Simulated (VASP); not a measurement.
Wanted: the native input for a VASP 6.6.1 run.

| Item | Value |
| --- | --- |
| Task | single point |
| Functional | PBE |
| Potentials or basis | VASP PAW PBE potentials, release 64 (Mg, S) |
| Cutoff | 520 eV |
| k mesh | 8 × 8 × 8 |
| Occupations | fermi-dirac, width 0.01 eV |
| Spin | no spin polarisation |
| Dipole correction | no |
| Further INCAR settings | ALGO = Normal; EDIFF = 1e-06; NBANDS = 11 |

The structure of MgS lies in POSCAR:

```
MgS
1.0
    0.0000000000      2.5929487644      2.5929487644
    2.5929487644      0.0000000000      2.5929487644
    2.5929487644      2.5929487644      0.0000000000
Mg S
1 1
Direct
    0.0000000000      0.0000000000      0.0000000000
    0.5000000000      0.5000000000      0.5000000000
```

This cell differs from its parent crystal: volume scaled by 0.99.

One way to write it, as run:

INCAR

```
ALGO = Normal
EDIFF = 1E-6
ENCUT = 520
GGA = PE
ISIF = 2
ISMEAR = -1
LASPH = T
LCHARG = F
LREAL = F
LWAVE = F
NBANDS = 11
NELM = 80
PREC = Accurate
SIGMA = 0.01
```

KPOINTS

```
k-points
0
Gamma
  8 8 8
```

Potentials or basis: VASP PAW PBE potentials, release 64 (Mg, S).

Run with:

```sh
$ cat potpaw_PBE.64/Mg/POTCAR potpaw_PBE.64/S/POTCAR > POTCAR
$ mpirun -np 1 vasp_std > vasp.out
```

Results of the run:

- Pressure: 1.7 GPa
- Band gap on the k mesh: 2.80 eV, indirect (least direct gap 3.79 eV)

Wall time 5.1 s on 1 thread of Intel(R) Xeon(R) 6975P-C (Granite Rapids) (shared host), peak memory 0.15 GiB.
